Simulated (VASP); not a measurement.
A run of VASP 6.6.1:

INCAR

```
SYSTEM = Zn
PREC = Accurate
ENCUT = 520
EDIFF = 1E-6
ISMEAR = 0
SIGMA = 0.15
LREAL = .FALSE.
LASPH = .TRUE.
NELM = 80
ALGO = Fast
ISIF = 2
LWAVE = .FALSE.
LCHARG = .FALSE.
GGA = PS
NBANDS = 12
```

KPOINTS

```
regular mesh
0
G
  22 22 22
  0 0 0
```

The input POSCAR:

```
Zn
1.0
   -1.1025801621      1.5299232095      1.5299232095
    1.5299232095     -1.1025801621      1.5299232095
    1.5299232095      1.5299232095     -1.1025801621
Zn
1
Direct
    0.0000000000      0.0000000000      0.0000000000
```

Potentials or basis: VASP PAW PBE potentials, release 64 (Zn).

Run with:

```bash
$ cat potpaw_PBE.64/Zn/POTCAR > POTCAR
$ mpirun -np 1 vasp_std > vasp.out
```

Hardware: 1 thread of Intel(R) Xeon(R) 6975P-C (Granite Rapids), with other jobs on the host.

Estimate the wall time of this run.

Run time: 52 s on 1 thread of Intel(R) Xeon(R) 6975P-C (Granite Rapids), with other jobs on the host, peak memory 0.25 GiB. Counts: scf iterations 11, k points 1024.
